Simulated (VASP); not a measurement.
Runs of VASP 6.6.1 on MgO. The structure is that of space group P6_3mc (No. 186), or close to it. The cells are those of the table. 

| cell | gap on the mesh (eV) | pressure (GPa) | largest force (eV/Å) |
| --- | --- | --- | --- |
| a = 3.308, b = 3.308, c = 5.083 Å, angles 90.0, 90.0, 120.0°, 4 atoms | (a) | -7.2 | 0.23 |
| a = 3.308, b = 3.308, c = 4.883 Å, angles 90.0, 90.0, 120.0°, 4 atoms | 3.44 | (b) | 0.20 |
| a = 3.308, b = 3.308, c = 4.983 Å, angles 90.0, 90.0, 120.0°, 4 atoms | 3.36 | -5.4 | 0.05 |
| a = 3.308, b = 3.308, c = 5.033 Å, angles 90.0, 90.0, 120.0°, 4 atoms | 3.32 | -6.4 | 0.15 |
| a = 3.308, b = 3.308, c = 4.933 Å, angles 90.0, 90.0, 120.0°, 4 atoms | 3.40 | -4.3 | 0.07 |

Alike in all rows: task single point; level LDA; potentials or basis VASP PAW LDA potentials, release 64 (Mg, O); no spin polarisation; k mesh 7 × 7 × 4; cutoff (eV) 520; smearing fermi-dirac 0.02 eV.

Q: Fill in the values left out.

A: (a) 3.28; (b) -3.2.

